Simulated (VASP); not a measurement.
# CoO (R-3m) in VASP: notebook, part 2 of 2

VASP 6.6.1.

**3. Single point, PBE+U, collinear spin, ferromagnetic start**

The input, INCAR:

```
  ALGO = Normal
  EDIFF = 1E-6
  ENCUT = 520
  GGA = PE
  ISIF = 2
  ISMEAR = 0
  ISPIN = 2
  LASPH = T
  LCHARG = T
  LDAU = T
  LDAUJ = 0 0
  LDAUL = 2 -1
  LDAUPRINT = 1
  LDAUTYPE = 2
  LDAUU = 3.32 0
  LELF = T
  LMAXMIX = 4
  LORBIT = 11
  LREAL = F
  LVHAR = T
  LWAVE = F
  MAGMOM = 2.6 0.23
  NBANDS = 18
  NELECT = 15.2
  NELM = 150
  PREC = Accurate
  SIGMA = 0.05
```

The input, KPOINTS:

```
k-points
0
Gamma
  12 12 12
```

The input, POSCAR:

```
CoO
1.0
    1.5054695445      0.8691832468      2.4399269062
   -1.5054695445      0.8691832468      2.4399269062
    0.0000000000     -1.7383664936      2.4399269062
Co O
1 1
Direct
    0.0000000000      0.0000000000      0.0000000000
    0.5000000000      0.5000000000      0.5000000000
```

Potentials or basis: VASP PAW PBE potentials, release 64 (Co, O).

Started as:

```sh
cat potpaw_PBE.64/Co/POTCAR potpaw_PBE.64/O/POTCAR > POTCAR
mpirun -np 1 vasp_std > vasp.out
```

OUTCAR:

```text
EDIFF = 1E-6
   ENCUT = 520
   GGA = PE
   ISIF = 2
   ISMEAR = 0
   ISPIN = 2
   LASPH = T
   LORBIT = 11
   LREAL = F
   NELECT = 15.2
   NELM = 150
   PREC = Accurate

 ion  position               nearest neighbor table
   1  0.000  0.000  0.000-   2 2.12   2 2.12   2 2.12   2 2.12   2 2.12   2 2.12
   2  0.500  0.500  0.500-   1 2.12   1 2.12   1 2.12   1 2.12   1 2.12   1 2.12

  LATTYP: Found a trigonal (rhomboedric) cell.
 ALAT       =     2.9958573687
 COS(alpha) =     0.4949531368

  Lattice vectors:

 A1 = (   1.5054695445,   0.8691832468,   2.4399269062)
 A2 = (  -1.5054695445,   0.8691832468,   2.4399269062)
 A3 = (   0.0000000000,  -1.7383664936,   2.4399269062)

Analysis of symmetry for initial positions (statically):
=====================================================================
 Subroutine PRICEL returns:
 Original cell was already a primitive cell.

 Routine SETGRP: Setting up the symmetry group for a
 trigonal (rhombohedral) supercell.

 Subroutine GETGRP returns: Found 12 space group operations
[... 222 lines left out ...]
 Fermi energy:         8.0526520513

 spin component 1

 k-point     1 :       0.0000    0.0000    0.0000
  band No.  band energies     occupation
      1     -12.1017      1.00000
      2       3.4236      1.00000
      3       3.4236      1.00000
      4       3.7083      1.00000
      5       3.7083      1.00000
      6       4.2748      1.00000
[... 1001 lines left out ...]
     17      36.0977      0.00000
     18      37.8094      0.00000

 [... further k-points ...]
[... 5 lines left out ...]
  --------------------------------------------------------------------------------------
  -------------------------------------------------------------------------------------
  Total        3.0404886      3.0404886      2.8015982      0.0000000      0.0000000      0.0000000
  in kB      254.2977811    254.2977811    234.3176747      0.0000000      0.0000000      0.0000000
  external PRESSURE =     247.6377456 kB  Pullay stress =       0.0000000 kB

 VOLUME and BASIS-vectors are now :
 -----------------------------------------------------------------------------
  energy-cutoff  :      520.00
  volume of cell :       19.16
      direct lattice vectors                 reciprocal lattice vectors
     1.505469544  0.869183247  2.439926906     0.332122295  0.191750896  0.136616114
    -1.505469544  0.869183247  2.439926906    -0.332122295  0.191750896  0.136616114
     0.000000000 -1.738366494  2.439926906     0.000000000 -0.383501793  0.136616114

 POSITION                                       TOTAL-FORCE (eV/Angst)
 -----------------------------------------------------------------------------------
      0.00000      0.00000      0.00000        -0.000000      0.000000     -0.000000
      0.00000      0.00000      3.65989         0.000000      0.000000      0.000000
 -----------------------------------------------------------------------------------
    total drift:                               -0.000000      0.000000     -0.000000

  FREE ENERGIE OF THE ION-ELECTRON SYSTEM (eV)
  ---------------------------------------------------
  free  energy   TOTEN  =        -9.8988915339 eV

  energy  without entropy=       -9.8972807713  energy(sigma->0) =       -9.89808615

 total charge

# of ion       s       p       d       tot
------------------------------------------
    1        0.304   0.372   7.282   7.958
    2        1.554   3.483   0.000   5.037
--------------------------------------------------
tot          1.858   3.855   7.282  12.994

 magnetization (x)

# of ion       s       p       d       tot
------------------------------------------
    1        0.020   0.017   2.540   2.577
    2        0.023   0.191   0.000   0.214
--------------------------------------------------
tot          0.043   0.208   2.540   2.791
```

OSZICAR:

```text
N       E                     dE             d eps       ncg     rms          rms(c)
DAV:   1     0.842390715255E+02    0.84239E+02   -0.70968E+03 14128   0.102E+03
DAV:   2    -0.599944795779E+01   -0.90239E+02   -0.77890E+02 14352   0.226E+02
DAV:   3    -0.110979235554E+02   -0.50985E+01   -0.50050E+01 15678   0.577E+01
DAV:   4    -0.111488651124E+02   -0.50942E-01   -0.50904E-01 16356   0.549E+00
DAV:   5    -0.111499330043E+02   -0.10679E-02   -0.10677E-02 16732   0.795E-01    0.150E+01
DAV:   6    -0.100347232148E+02    0.11152E+01   -0.11331E+01 18534   0.554E+01    0.159E+01
DAV:   7    -0.970220490670E+01    0.33252E+00   -0.23076E+00 16118   0.341E+01    0.760E+00
DAV:   8    -0.975606112957E+01   -0.53856E-01   -0.18777E-01 15972   0.616E+00    0.440E+00
DAV:   9    -0.983869310033E+01   -0.82632E-01   -0.42645E-01 18278   0.576E+00    0.131E+00
DAV:  10    -0.986652317285E+01   -0.27830E-01   -0.50294E-02 16376   0.326E+00    0.668E-01
DAV:  11    -0.988538125433E+01   -0.18858E-01   -0.40582E-02 16542   0.192E+00    0.334E-01
DAV:  12    -0.989421832827E+01   -0.88371E-02   -0.11546E-02 17398   0.108E+00    0.224E-01
DAV:  13    -0.989650689295E+01   -0.22886E-02   -0.30159E-03 16560   0.753E-01    0.202E-01
DAV:  14    -0.989870431183E+01   -0.21974E-02   -0.47660E-03 16212   0.582E-01    0.707E-02
DAV:  15    -0.989885528242E+01   -0.15097E-03   -0.12621E-03 17894   0.312E-01    0.352E-02
DAV:  16    -0.989889104764E+01   -0.35765E-04   -0.76162E-05 17678   0.139E-01    0.128E-02
DAV:  17    -0.989889153392E+01   -0.48629E-06   -0.77739E-06 16808   0.316E-02
   1 F= -.98988915E+01 E0= -.98980862E+01  d E =-.161076E-02  mag=     2.8001
```

Wall time 76 s (1 thread of AMD EPYC 9R45 (Zen 5), shared host); peak memory 0.2 GiB.

What came out:

- Free energy: -9.8989 eV
- Net moment: 2.80 μB per cell
- Site moments: Co +2.58; O +0.21 μB
- Valence electrons inside the program's atomic spheres: Co 7.96; O 5.04

Eigenvalues of the final occupation matrices:
```csv
site,spin,trace,eigenvalues
site 1 d,1,4.92,0.96 0.97 0.97 1.01 1.01
site 1 d,2,2.38,0.12 0.12 0.59 0.59 0.96
```

Caveat: the cell carries a net charge on a neutralising background, which shifts energy and pressure; the cell is charged against a uniform background, so pressure and absolute levels hang on convention; a cell with one magnetic atom can't hold antiferromagnetic order, which such compounds often take. The state reached can hang on the start; a lower one may exist.

**4. Single point, PBEsol+U, collinear spin, ferromagnetic start**

The input, INCAR:

```
PREC     = Accurate       # precision mode
ENCUT    = 520            # plane-wave cutoff, eV
EDIFF    = 1E-7           # SCF threshold, eV
ISMEAR   = 0              # smearing method
SIGMA    = 0.05           # smearing width, eV
LREAL    = F              # projectors in reciprocal space
LASPH    = T              # aspherical terms in the spheres
NELM     = 150            # most SCF steps
ALGO     = Normal         # electronic algorithm
ISIF     = 2              # what is computed and relaxed
LWAVE    = F              # write WAVECAR
LCHARG   = F              # write CHGCAR
ISPIN    = 2              # spin polarisation
MAGMOM   = 2.6 0.23       # initial moments
LORBIT   = 11             # projections on sites
LMAXMIX  = 4              # l up to which the mixer works
LDAU     = T              # DFT+U
LDAUTYPE = 2            
LDAUL    = 2 -1           # shell
LDAUU    = 3.32 0         # U, eV
LDAUJ    = 0 0          
LDAUPRINT= 1            
GGA      = PS             # functional
NBANDS   = 18             # bands
```

The input, KPOINTS:

```
regular mesh
0
Gamma
  12 12 12
```

POSCAR is that of step 3.

Started as:

```sh
cat potpaw_PBE.64/Co/POTCAR potpaw_PBE.64/O/POTCAR > POTCAR
mpirun -np 1 vasp_std > vasp.out
```

Run time: 83 s. Hardware: 1 thread of AMD EPYC 9R45 (Zen 5), shared host; peak memory 0.2 GiB.

It converged, with:

| Item | Value |
| --- | --- |
| Free energy | -12.3458 eV |
| Pressure | -7.6 GPa |
| Band gap on the k mesh | zero (filled and empty bands overlap) |
| Net moment | 3.00 μB per cell |
| Site moments | Co +2.72; O +0.26 μB |
| Valence electrons inside the program's atomic spheres | Co 7.83; O 4.98 |

Stress tensor (GPa, compression positive):
```
-7.11  0.00  0.00
 0.00 -7.11  0.00
 0.00  0.00 -8.57
```

Levels at points of the mesh, in eV from the Fermi level:
Spin up:
| k point | band 6 | band 7 | band 8 | band 9 | band 10 | band 11 | band 12 | band 13 |
| --- | --- | --- | --- | --- | --- | --- | --- | --- |
| (0.00, 0.00, 0.00) | -4.05 | -2.84 | -2.84 | -2.77 | 1.17 | 16.84 | 17.13 | 17.13 |
| (0.50, 0.00, 0.00) | -3.57 | -3.03 | -0.47 | -0.43 | 5.13 | 9.51 | 13.44 | 13.62 |
| (0.50, 0.50, 0.00) | -4.05 | -3.95 | -3.82 | -3.28 | 5.92 | 10.04 | 10.91 | 15.83 |
| (0.50, 0.50, 0.50) | -4.09 | -2.54 | -0.46 | -0.46 | 5.12 | 9.63 | 13.34 | 13.34 |
Spin down:
```csv
k point,band 3,band 4,band 5,band 6,band 7,band 8,band 9,band 10
"(0.00, 0.00, 0.00)",-2.32,-2.32,-2.27,-0.93,-0.93,1.29,1.29,1.73
"(0.50, 0.00, 0.00)",-4.31,-4.07,-1.31,0.01,0.50,3.69,3.79,5.44
"(0.50, 0.50, 0.00)",-3.63,-3.57,-2.78,-0.49,0.28,1.87,2.19,6.87
"(0.50, 0.50, 0.50)",-4.31,-4.31,-0.97,0.37,0.37,3.68,3.68,5.42
```

Eigenvalues of the final occupation matrices:
```csv
site,spin,trace,eigenvalues
site 1 d,1,4.93,0.97 0.97 0.97 1.01 1.01
site 1 d,2,2.24,0.14 0.14 0.51 0.51 0.96
```

Caveat: the cell stands under tension; the PAW data sets were made with another functional, which shifts forces and pressure a little; a cell with one magnetic atom can't hold antiferromagnetic order, which such compounds often take. The state reached can hang on the start; a lower one may exist.
